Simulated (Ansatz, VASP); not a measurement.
# Pt: VASP beside Ansatz

```
Pt
1.0
     0.09925    2.01474    2.01474
     2.01474    0.09925    2.01474
     2.01474    2.01474    0.09925
Pt
1
Direct
  0.00000 0.00000 0.00000
```

Change from the starting cell: equal engineering shear yz, xz and xy +0.0500, equal normal strain along x, y and z -0.0100.

Alike in both runs: task single point; functional PBE; k mesh 20 × 20 × 20; occupations gaussian, width 0.15 eV; no spin polarisation.

|  | VASP | Ansatz |
| --- | --- | --- |
| version | VASP 6.6.1 | Ansatz 0.2.0 |
| potentials or method | VASP PAW PBE potentials, release 64 (Pt), cutoff 520 eV | scalar-relativistic, plane waves, PAW |
| valence electrons in the cell | 10 | 18 |

```tsv
	VASP	Ansatz	Ansatz less VASP
gap on the k mesh at the Fermi level (eV)	none	none	-
pressure (GPa)	10.0	10.5	+0.51
traceless stress, the component that is largest in VASP (GPa)	-4.53	-4.54	-0.001
```

A gap of «none» marks a metal or a gap that the smearing closes. VASP's potentials hold 10 valence electrons a cell and Ansatz's 18, so a difference there can come from the potentials and not from the codes.

Spin-orbit coupling is off throughout.
